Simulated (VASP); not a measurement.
Here is a VASP 6.6.1 calculation.

POSCAR

```
WC
1.0
    2.8361125445      0.0000000000      0.0000000000
    0.0000000000      2.9120972980      0.0000000000
    0.0000000000     -1.4560486490      2.5219502383
W C
1 1
Direct
    0.0000000000      0.0000000000      0.0000000000
    0.5000000000      0.3333333333      0.6666666667
```

The input INCAR.step1:

```
PREC = Accurate ; ENCUT = 520
ISMEAR = 0 ; SIGMA = 0.1
LREAL = False ; LASPH = True
NELM = 100 ; ISYM = 0
NBANDS = 16 ; GGA = PE
ALGO = Normal ; EDIFF = 1E-4
LWAVE = True ; LCHARG = False
```

The input INCAR.step2:

```
PREC = Accurate ; ENCUT = 520
EDIFF = 1E-6 ; ISMEAR = 0
SIGMA = 0.1 ; LREAL = False
LASPH = True ; NELM = 100
ALGO = Normal ; ISIF = 2
LWAVE = False ; LCHARG = False
METAGGA = R2SCAN ; LMIXTAU = True
ISYM = 0 ; NBANDS = 16
ISTART = 1
```

File KPOINTS:

```
regular mesh
0
Gamma
  12 12 14
```

Potentials or basis: VASP PAW PBE potentials, release 64 (W_sv, C).

Launch:

```sh
$ cat potpaw_PBE.64/W_sv/POTCAR potpaw_PBE.64/C/POTCAR > POTCAR
$ cp INCAR.step1 INCAR
$ mpirun -np 1 vasp_std > vasp.out
$ cp INCAR.step2 INCAR
$ mpirun -np 1 vasp_std > vasp.out
```

Estimate the pressure.

1.9 GPa.

What does it give for the band gap on the k mesh?

Zero (bands 9 and 10 overlap by 1.34 eV).

Stress tensor (GPa, compression positive):
```
2.13 0.00 0.00
0.00 1.85 0.05
0.00 0.05 1.81
```

Caveat: the PAW data sets were made with another functional, which shifts forces and pressure a little; spin-orbit coupling is left out, which moves the levels of the heavy elements.
